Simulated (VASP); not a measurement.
Ta2N:

```xyz
3
Lattice="3.1129 0.0000 0.0000 -1.5564 2.6958 0.0000 0.0000 0.0000 4.8698" Properties=species:S:1:pos:R:3 pbc="T T T"
Ta    0.0000    1.7972    1.2404
Ta    1.5564    0.8986    3.6294
N     0.0000    0.0000    0.0000
```

* Program: VASP 6.6.1
* Task: relaxation of cell and atoms
* Functional: LDA
* Potentials or basis: VASP PAW LDA potentials, release 64 (Ta_sv_GW, N)
* Cutoff: 600 eV
* k mesh: 10 × 10 × 6
* Occupations: fermi-dirac, width 0.05 eV
* Spin: no spin polarisation

At the start: pressure -13.7 GPa; volume 13.62 Å³/atom.

Where does the relaxation end?

Over 11 steps the energy falls by 28.9 meV/atom and the volume is 13.00 Å³/atom (-4.6 %); space group P-3m1 (No. 164, to 0.05 Å).

The path:
| step | energy change (eV) | largest force (eV/Å) | pressure (GPa) | volume (Å³) |
| --- | --- | --- | --- | --- |
| 1 | 0.0000 | 0.4163 | -13.73 | 40.87 |
| 2 | 0.6332 | 1.5999 | 54.11 | 34.34 |
| 3 | -0.0863 | 0.0596 | -0.74 | 39.07 |
| 4 | -0.0865 | 0.0411 | -0.08 | 38.99 |
| 5 | -0.0865 | 0.0322 | 0.22 | 38.95 |
| 6 | -0.0865 | 0.0273 | -0.41 | 39.04 |
| 7 | -0.0866 | 0.0288 | -0.22 | 39.01 |
| 8 | -0.0866 | 0.0104 | -0.13 | 39.01 |
| 9 | -0.0867 | 0.0047 | -0.08 | 39.01 |
| 10 | -0.0867 | 0.0122 | -0.06 | 39.02 |
| 11 | -0.0867 | 0.0063 | 0.04 | 39.00 |

Final structure:
```
CELL_PARAMETERS angstrom
3.06726 0.00000 0.00000
-1.53363 2.65632 0.00000
0.00000 0.00000 4.78682
ATOMIC_POSITIONS crystal
Ta 0.33333 0.66667 0.25296
Ta 0.66667 0.33333 0.74704
N 0.00000 0.00000 0.00000
```
